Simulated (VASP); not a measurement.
## Lu: single point with revPBE

The system is Lu.

```
CELL_PARAMETERS angstrom
3.60711 0.00000 0.00000
-1.80356 3.12385 0.00000
0.00000 0.00000 11.56391
ATOMIC_POSITIONS crystal
Lu 0.00000 0.00000 0.00000
Lu 0.00000 0.00000 0.50000
Lu 0.33333 0.66667 0.25000
Lu 0.66667 0.33333 0.75000
```

This cell differs from its parent crystal: volume scaled by 1.08.

* Program: VASP 6.6.1
* Task: single point
* Functional: revPBE
* Potentials or basis: VASP PAW PBE potentials, release 64 (Lu)
* Cutoff: 520 eV
* k mesh: 12 × 12 × 4
* Occupations: fermi-dirac, width 0.1 eV
* Spin: no spin polarisation

```yaml
Pressure: -2.7 GPa
Band_gap_on_the_k_mesh: zero (band 50 reaches 2.90 eV, above the bottom of band 51 at 1.48 eV)
```

Levels at points of the mesh, in eV from the Fermi level:
```tsv
k point	band 47	band 48	band 49	band 50	band 51	band 52	band 53	band 54
(0.00, 0.00, 0.00)	-4.30	-2.31	0.16	1.00	1.05	1.97	1.97	2.03
(0.50, 0.00, 0.00)	-1.64	-1.46	-0.48	-0.35	-0.33	0.11	1.03	1.11
(0.00, 0.00, 0.50)	-2.98	-2.98	0.37	0.37	1.87	1.87	2.09	2.09
(0.50, 0.00, 0.50)	-1.59	-1.59	-0.40	-0.40	-0.12	-0.12	1.16	1.16
```

It took 10 min on 1 thread of Intel Xeon 6975P-C, with other jobs on the host, peak memory 0.46 GiB.

Caveat: the PAW data sets were made with another functional, which shifts forces and pressure a little; spin-orbit coupling is left out, which moves the levels of the heavy elements.
